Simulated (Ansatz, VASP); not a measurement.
**One calculation of Au, two programs**

The input INCAR:

```
PREC     = Accurate       # precision mode
ENCUT    = 500            # plane-wave cutoff, eV
EDIFF    = 1E-7           # SCF threshold, eV
ISMEAR   = -1             # smearing method
SIGMA    = 0.1            # smearing width, eV
LREAL    = False          # projectors in reciprocal space
LASPH    = True           # aspherical terms in the spheres
NELM     = 120            # most SCF steps
ALGO     = Normal         # electronic algorithm
ISIF     = 3              # what is computed and relaxed
LWAVE    = False          # write WAVECAR
LCHARG   = False          # write CHGCAR
GGA      = RE             # functional
IBRION   = 2              # ionic algorithm
NSW      = 80             # ionic steps
EDIFFG   = -0.01          # ionic threshold
GGA_COMPAT= False        
NELMIN   = 4
```

File KPOINTS:

```
regular mesh
0
Gamma
  13 13 13
```

Contents of POSCAR:

```
Au
1.0
    0.0000000000      2.0391200000      2.0391200000
    2.0391200000      0.0000000000      2.0391200000
    2.0391200000      2.0391200000      0.0000000000
Au
1
Direct
    0.0000000000      0.0000000000      0.0000000000
```

Input for Ansatz:

```yaml
crystal:
  lattice:
    - [0.0, 2.03912, 2.03912]
    - [2.03912, 0.0, 2.03912]
    - [2.03912, 2.03912, 0.0]
  atoms:
    - { symbol: Au, position: [0.0, 0.0, 0.0] }
hamiltonian:
  xc: revpbe
  pseudopotentials:
    kind: paw
    azcp:
      Au: "pseudopotentials/Au.paw.azcp"
basis:
  ecutwfc: 420
  fft_grid_basis: typed
kpoints:
  mp_grid: { grid: [13, 13, 13], shift: [0, 0, 0] }
magnetization:
  spin_polarized: false
scf:
  occupations: { method: fermi_dirac, width: 0.1 }
relax:
  max_steps: 60
  f_tol: 0.01
  cell: {}
```

Alike in both runs: task relaxation of cell and atoms; functional revPBE; k mesh 13 × 13 × 13; occupations fermi-dirac, width 0.1 eV; no spin polarisation.

```csv
,VASP,Ansatz
version,VASP 6.6.1,Ansatz 0.2.0
potentials or method,"VASP PAW PBE potentials, release 64 (Au), cutoff 500 eV","plane waves (420 eV) with PAW, scalar-relativistic"
valence electrons in the cell,11,19
```

```csv
,VASP,Ansatz,Ansatz less VASP
relaxed volume (Å³/atom),18.32,18.33,+0.015
relaxed cell length with the largest relative difference (Å),2.959,2.960,+0.0008
```

VASP's potentials were made for PBE, not for revPBE. VASP's potentials hold 11 valence electrons a cell and Ansatz's 19, so a difference there can come from the potentials and not from the codes.

Neither program's run includes spin-orbit coupling.
